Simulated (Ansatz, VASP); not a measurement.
**One calculation of Bi3F, two programs**

```
Bi F
1.0
     5.44406    0.00000    0.00000
    -2.72203    4.71469    0.00000
     0.00000    0.00000    4.64960
Bi F
3 1
Direct
  0.00000 0.00000 0.50000
  0.33333 0.66667 0.00000
  0.66667 0.33333 0.00000
  0.00000 0.00000 0.00000
```

Alike in both runs: functional PBE; k mesh 6 × 6 × 4; occupations gaussian, width 0.1 eV; no spin polarisation.

Ansatz relaxed the structure, and its values are those at the end. VASP's run is a single point on that final structure, the one shown.

```csv
,VASP,Ansatz
version,VASP 6.6.1,Ansatz 0.2.0
potentials or method,"VASP PAW PBE potentials, release 64 (Bi_d, F), cutoff 600 eV","scalar-relativistic, plane waves, PAW"
valence electrons in the cell,52,52
```

|  | VASP | Ansatz | Ansatz less VASP |
| --- | --- | --- | --- |
| gap on the k mesh at the Fermi level (eV) | none | none | - |
| pressure (GPa) | 0.0 | 0.1 | +0.04 |

A gap of «none» marks a metal or a gap that the smearing closes. The functional is the same, so the differences come from potentials, cutoffs and numerics.

Neither program's run includes spin-orbit coupling.
